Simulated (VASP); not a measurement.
# Ti (Amm2) in VASP: a series of runs

Ti is run at these levels: PBE; tasks: single point.

All numbers are computed with VASP 6.6.1; they aren't measurements. Logs are shortened: lines on timing, memory, paths and dates and some standing lists are left out, and cuts for length are marked.

## 1. The cell of the first run

The structure is orthorhombic, space group Amm2 (No. 38). The conventional cell has a = 2.855 Å, b = 4.617 Å, c = 7.997 Å, α = 90.00°, β = 90.00°, γ = 90.00°. Within 3.8 Å of Ti (site symmetry mm2) lie 14 Ti at 2.86 to 3.12 Å. Ti (site symmetry mm2) has 11 Ti at 2.67 to 3.12 Å within 3.5 Å. Within 3.5 Å of Ti (site symmetry mm2) lie 11 Ti at 2.67 to 3.08 Å.

## 2. Single point, PBE (atoms displaced along a vibrational mode, the cell strained)

Input file INCAR:

```
PREC = Accurate
ENCUT = 500
EDIFF = 1E-6
ISMEAR = 0
SIGMA = 0.15
LREAL = False
LASPH = True
NELM = 120
ALGO = Normal
ISIF = 2
LWAVE = False
LCHARG = False
GGA = PE
NBANDS = 25
GGA_COMPAT = False
```

Input file KPOINTS:

```
regular mesh
0
Gamma
  12 12 14
```

Input file POSCAR:

```
Ti
1.0
    4.6171053002      0.0000000000      0.0000000000
   -2.3085526501      3.9985304820      0.0000000000
    0.0000000000      0.0000000000      2.8552651859
Ti
3
Direct
   -0.0094941117     -0.0189882234      0.0000000000
    0.3380803892      0.6761607784      0.5000000000
    0.6714137225      0.3428274450      0.5000000000
```

Potentials or basis: VASP PAW PBE potentials, release 64 (Ti_sv).

Command:

```
> cat potpaw_PBE.64/Ti_sv/POTCAR > POTCAR
> mpirun -np 1 vasp_std > vasp.out
```

OUTCAR:

```text
PREC = Accurate
   ENCUT = 500
   EDIFF = 1E-6
   ISMEAR = 0
   LREAL = False
   LASPH = True
   NELM = 120
   ISIF = 2
   GGA = PE

 ion  position               nearest neighbor table
   1  0.991  0.981  0.000-
   2  0.338  0.676  0.500-   3 2.67   3 2.67   3 2.67
   3  0.671  0.343  0.500-   2 2.67   2 2.67   2 2.67

  LATTYP: Found a hexagonal cell.
 ALAT       =     4.6171053002
 C/A-ratio  =     0.6184102376

  Lattice vectors:

 A1 = (   4.6171053002,   0.0000000000,   0.0000000000)
 A2 = (  -2.3085526501,   3.9985304820,   0.0000000000)
 A3 = (   0.0000000000,   0.0000000000,   2.8552651859)

Analysis of symmetry for initial positions (statically):
=====================================================================
 Subroutine PRICEL returns:
 Original cell was already a primitive cell.

 Routine SETGRP: Setting up the symmetry group for a
 hexagonal supercell.

 Subroutine GETGRP returns: Found  4 space group operations
 (whereof  4 operations were pure point group operations)
 out of a pool of 24 trial point group operations.

The static configuration has the point symmetry C_2v.

Analysis of symmetry for dynamics (positions and initial velocities):
=====================================================================
 Subroutine PRICEL returns:
 Original cell was already a primitive cell.

 Routine SETGRP: Setting up the symmetry group for a
 hexagonal supercell.

 Subroutine GETGRP returns: Found  4 space group operations
 (whereof  4 operations were pure point group operations)
 out of a pool of 24 trial point group operations.

The dynamic configuration has the point symmetry C_2v.

 Subroutine INISYM returns: Found  4 space group operations
 (whereof  4 operations are pure point group operations),
 and found     1 'primitive' translations

----------------------------------------------------------------------------------------

                                     Primitive cell

  volume of cell :      52.7129

  direct lattice vectors                    reciprocal lattice vectors
     4.617105300  0.000000000  0.000000000     0.216585920  0.125045939  0.000000000
    -2.308552650  3.998530482  0.000000000     0.000000000  0.250091879  0.000000000
     0.000000000  0.000000000  2.855265186     0.000000000  0.000000000  0.350230166

  length of vectors
     4.617105300  4.617105300  2.855265186     0.250091879  0.250091879  0.350230166

  position of ions in fractional coordinates (direct lattice)
     0.990505888  0.981011777  0.000000000
     0.338080389  0.676160778  0.500000000
     0.671413722  0.342827445  0.500000000

  ion indices of the primitive-cell ions
   primitive index   ion index
                 1           1
                 2           2
                 3           3

----------------------------------------------------------------------------------------

 KPOINTS: regular mesh

Automatic generation of k-mesh.
 Grid dimensions read from file:
 generate k-points for:   12   12   14

 Generating k-lattice:

  Cartesian coordinates                     Fractional coordinates (reciprocal lattice)
     0.018048827  0.010420495  0.000000000     0.083333333  0.000000000  0.000000000
     0.000000000  0.020840990  0.000000000     0.000000000  0.083333333  0.000000000
     0.000000000  0.000000000  0.025016440     0.000000000  0.000000000  0.071428571

  Length of vectors
     0.020840990  0.020840990  0.025016440

  Shift w.r.t. Gamma in fractional coordinates (k-lattice)
     0.000000000  0.000000000  0.000000000

 Subroutine IBZKPT returns following result:
 ===========================================

 Found    344 irreducible k-points:

 Following reciprocal coordinates:
            Coordinates               Weight
  0.000000  0.000000  0.000000      1.000000
  0.083333  0.000000  0.000000      4.000000
  0.000000  0.083333  0.000000      2.000000
  0.166667  0.000000  0.000000      4.000000
  0.000000  0.166667  0.000000      2.000000
  0.250000  0.000000  0.000000      4.000000
[... 16 lines left out ...]
 -0.083333  0.416667  0.000000      4.000000
 -0.416667  0.333333  0.000000      4.000000
 [... further k-points ...]
   k-points           NKPTS =    344   k-points in BZ     NKDIM =    344   number of bands    NBANDS=     25
   number of dos      NEDOS =    301   number of ions     NIONS =      3
   total plane-waves  NPLWV =  31104
   dimension x,y,z NGX =    36 NGY =   36 NGZ =   24
   dimension x,y,z NGXF=    72 NGYF=   72 NGZF=   48
   ions per type =               3
   NGX,Y,Z   is equivalent  to a cutoff of  12.96, 12.96, 13.97 a.u.
   NGXF,Y,Z  is equivalent  to a cutoff of  25.92, 25.92, 27.95 a.u.
 SYSTEM =  unknown system
   PREC   = accura    normal or accurate (medium, high low for compatibility)
   ISTART =      0    job   : 0-new  1-cont  2-samecut
   ICHARG =      2    charge: 1-file 2-atom 10-const
   ISPIN  =      1    spin polarized calculation?
   LNONCOLLINEAR =      F non collinear calculations
   LSORBIT =      F    spin-orbit coupling
   LASPH  =      T    aspherical Exc in radial PAW
   ENCUT  =  500.0 eV  36.75 Ry    6.06 a.u.   8.42  8.42  5.21*2*pi/ulx,y,z
   NELM   =    120;   NELMIN=  2; NELMDL= -5     # of ELM steps
   EDIFF  = 0.1E-05   stopping-criterion for ELM
   LREAL  =      F    real-space projection
   EDIFFG = 0.1E-04   stopping-criterion for IOM
   NSW    =      0    number of steps for IOM
   IBRION =     -1    ionic relax: 0-MD 1-quasi-New 2-CG
   NFREE  =      0    steps in history (QN), initial steepest desc. (CG)
   ISIF   =      2    stress and relaxation
   ISYM   =      2    0-nonsym 1-usesym 2-fastsym
   POTIM  = 0.5000    time-step for ionic-motion
   TEBEG  =    0.0;   TEEND  =   0.0 temperature during run
   PSTRESS=    0.0 pullay stress
   NELECT =      36.0000    total number of electrons
   NUPDOWN=      -1.0000    fix difference up-down
   EMIN   =  10.00;   EMAX   =-10.00  energy-range for DOS
   EFERMI =   0.00;   METHOD = LEGACY
   ISMEAR =     0;   SIGMA  =   0.15  broadening in eV -4-tet -1-fermi 0-gaus
   EFERMI_NEDOS =   21; number of points for ismear=-14 and -15
   IALGO  =     38    algorithm
   IMIX   =      4    mixing-type and parameters
     AMIX     =   0.40;   BMIX     =  1.00
     AMIX_MAG =   1.60;   BMIX_MAG =  1.00
  volume/ion in A,a.u.               =      17.57       118.57
  Fermi-wavevector in a.u.,A,eV,Ry     =   1.441684  2.724388 28.279072  2.078453
  Thomas-Fermi vector in A             =   2.560289
   LORBIT       =      0    0 simple, 1 ext, 2 COOP (PROOUT), +10 PAW based schemes
   GGA     = PE    functional components
   LHFCALC =     F    Hartree Fock is set to
   AEXX    =    0.0000 exact exchange contribution
   IVDW    =     0    specifies the selected vdW correction
   LEPSILON=     F    determine dielectric tensor
   LRPA    =     F    only Hartree local field effects (RPA)
 non-spin polarized calculation
 Gauss-broadening in eV      SIGMA  =   0.15
  energy-cutoff  :      500.00
  volume of cell :       52.71
 maximum number of plane-waves:      1372
 NGX is ok and might be reduce to    36
   NGX = 17   NGY = 17   NGZ = 11

 number of electron      36.0000008 magnetization

 Free energy of the ion-electron system (eV)
  ---------------------------------------------------
  ext. energy  EPLUGINS =         0.00000000
  ---------------------------------------------------
  free energy    TOTEN  =       -23.51012796 eV

  energy without entropy =      -23.47871580  energy(sigma->0) =      -23.49442188

 E-fermi :   8.0924     XC(G=0): -11.4393

 val. band max:        8.0920140594   @ k =   0.3333   0.3333   0.2857
 cond. band min:       8.0933986822   @ k =   0.4167   0.0833   0.1429
 fundamental gap:      0.0013846228
 Fermi energy:         8.0924075878

 k-point     1 :       0.0000    0.0000    0.0000
  band No.  band energies     occupation
      1     -48.8213      2.00000
      2     -48.5766      2.00000
      3     -48.4284      2.00000
      4     -25.1411      2.00000
      5     -25.1384      2.00000
      6     -25.0088      2.00000
[... 17 lines left out ...]
     24       9.7547      0.00000
     25      10.0676      0.00000

 k-point     2 :       0.0833    0.0000    0.0000
  band No.  band energies     occupation
      1     -48.8204      2.00000
      2     -48.5750      2.00000
      3     -48.4309      2.00000
      4     -25.1715      2.00000
      5     -25.1307      2.00000
      6     -25.0139      2.00000
[... 17 lines left out ...]
     24       9.7933      0.00000
     25      10.0554      0.00000

 k-point     3 :       0.0000    0.0833    0.0000
  band No.  band energies     occupation
      1     -48.8204      2.00000
      2     -48.5750      2.00000
      3     -48.4309      2.00000
      4     -25.1551      2.00000
      5     -25.1530      2.00000
      6     -24.9920      2.00000
[... 17 lines left out ...]
     24       9.6619      0.00000
     25      10.1993      0.00000

 k-point     4 :       0.1667    0.0000    0.0000
  band No.  band energies     occupation
      1     -48.8182      2.00000
      2     -48.5703      2.00000
      3     -48.4380      2.00000
      4     -25.2024      2.00000
      5     -25.1475      2.00000
      6     -24.9814      2.00000
[... 17 lines left out ...]
     24       9.6581      0.00000
     25      10.2947      0.00000

 k-point     5 :       0.0000    0.1667    0.0000
  band No.  band energies     occupation
      1     -48.8183      2.00000
      2     -48.5702      2.00000
      3     -48.4380      2.00000
      4     -25.1889      2.00000
      5     -25.1682      2.00000
      6     -24.9577      2.00000
[... 17 lines left out ...]
     24       9.5778      0.00000
     25      10.4655      0.00000

 k-point     6 :       0.2500    0.0000    0.0000
  band No.  band energies     occupation
      1     -48.8152      2.00000
      2     -48.5625      2.00000
      3     -48.4491      2.00000
      4     -25.2296      2.00000
      5     -25.1557      2.00000
      6     -24.9430      2.00000
[... 17 lines left out ...]
     24       9.8595      0.00000
     25      10.5411      0.00000
[... 393 lines left out ...]
 k-point    21 :      -0.3333    0.2500    0.0000
  band No.  band energies     occupation
      1     -48.8134      2.00000
      2     -48.5563      2.00000
      3     -48.4573      2.00000
      4     -25.2368      2.00000
      5     -25.1571      2.00000
      6     -24.9364      2.00000
[... 17 lines left out ...]
     24      10.0367      0.00000
     25      10.6518      0.00000

 k-point    22 :       0.3333    0.0833    0.0000
  band No.  band energies     occupation
      1     -48.8110      2.00000
      2     -48.5451      2.00000
      3     -48.4711      2.00000
      4     -25.2532      2.00000
      5     -25.1377      2.00000
      6     -24.9324      2.00000
[... 17 lines left out ...]
     24      10.3319      0.00000
     25      10.4456      0.00000

 k-point    23 :      -0.0833    0.4167    0.0000
  band No.  band energies     occupation
      1     -48.8112      2.00000
      2     -48.5449      2.00000
      3     -48.4712      2.00000
      4     -25.2518      2.00000
      5     -25.1437      2.00000
      6     -24.9251      2.00000
[... 17 lines left out ...]
     24      10.2889      0.00000
     25      10.4536      0.00000

 k-point    24 :      -0.4167    0.3333    0.0000
  band No.  band energies     occupation
      1     -48.8110      2.00000
      2     -48.5452      2.00000
      3     -48.4711      2.00000
      4     -25.2539      2.00000
      5     -25.1360      2.00000
      6     -24.9321      2.00000
[... 17 lines left out ...]
     24      10.3459      0.00000
     25      10.4496      0.00000

 [... further k-points ...]

------------------------ aborting loop because EDIFF is reached ----------------------------------------

  FORCE on cell =-STRESS in cart. coord.  units (eV):
  Direction    XX          YY          ZZ          XY          YZ          ZX
  --------------------------------------------------------------------------------------
  -------------------------------------------------------------------------------------
  Total       -0.8493477     -0.7008853     -0.9755832      0.0000000      0.0000000      0.0000000
  in kB      -25.8154365    -21.3030052    -29.6522897      0.0000000      0.0000000      0.0000000
  external PRESSURE =     -25.5902438 kB  Pullay stress =       0.0000000 kB

 VOLUME and BASIS-vectors are now :
 -----------------------------------------------------------------------------
  energy-cutoff  :      500.00
  volume of cell :       52.71
      direct lattice vectors                 reciprocal lattice vectors
     4.617105300  0.000000000  0.000000000     0.216585920  0.125045939  0.000000000
    -2.308552650  3.998530482  0.000000000     0.000000000  0.250091879  0.000000000
     0.000000000  0.000000000  2.855265186     0.000000000  0.000000000  0.350230166

 POSITION                                       TOTAL-FORCE (eV/Angst)
 -----------------------------------------------------------------------------------
      2.30855      3.92261      0.00000        -0.000000      0.292920      0.000000
      0.00000      2.70365      1.42763         0.000000     -0.107741      0.000000
      2.30855      1.37081      1.42763        -0.000000     -0.185180      0.000000
 -----------------------------------------------------------------------------------
    total drift:                                0.000000      0.000221     -0.000000

  FREE ENERGIE OF THE ION-ELECTRON SYSTEM (eV)
  ---------------------------------------------------
  free  energy   TOTEN  =       -23.5101279593 eV

  energy  without entropy=      -23.4787157953  energy(sigma->0) =      -23.49442188
```

Wall time 3.5 min (1 thread of Intel Xeon 6975P-C (Granite Rapids), shared host); peak memory 0.42 GiB.

Results:

- Free energy: -23.5101 eV
- Pressure: -2.6 GPa
- Largest force: 0.293 eV/Å
- Band gap on the k mesh: zero (bands 18 and 19 overlap by 0.25 eV)

Forces in eV/Å, atoms in the order of the input:
```
Ti   0.000  0.293  0.000
Ti   0.000 -0.108  0.000
Ti   0.000 -0.185  0.000
```

Levels at points of the mesh, in eV from the Fermi level:
| k point | band 14 | band 15 | band 16 | band 17 | band 18 | band 19 | band 20 | band 21 | band 22 | band 23 |
| --- | --- | --- | --- | --- | --- | --- | --- | --- | --- | --- |
| (0.00, 0.00, 0.00) | -1.88 | -0.72 | -0.72 | -0.58 | -0.58 | -0.02 | 0.71 | 1.26 | 1.29 | 1.66 |
| (0.50, 0.00, 0.00) | -3.55 | -2.54 | -0.50 | -0.34 | -0.27 | 0.12 | 0.54 | 1.01 | 1.03 | 1.86 |
| (0.00, 0.50, 0.00) | -3.54 | -2.54 | -0.47 | -0.46 | -0.23 | 0.19 | 0.55 | 1.01 | 1.04 | 1.81 |
| (0.00, 0.00, 0.50) | -1.98 | -1.98 | -1.72 | -1.54 | -1.53 | 1.04 | 1.04 | 1.21 | 1.21 | 2.84 |
| (0.50, 0.00, 0.50) | -2.06 | -1.62 | -1.13 | -0.68 | -0.58 | 0.37 | 0.83 | 0.85 | 1.03 | 2.16 |
| (0.00, 0.50, 0.50) | -2.06 | -1.62 | -1.09 | -0.68 | -0.60 | 0.41 | 0.80 | 0.84 | 0.98 | 2.17 |

Caveat: the cell differs from its parent crystal (atoms displaced along a vibrational mode, the cell strained).

[end of part 1 of 2]
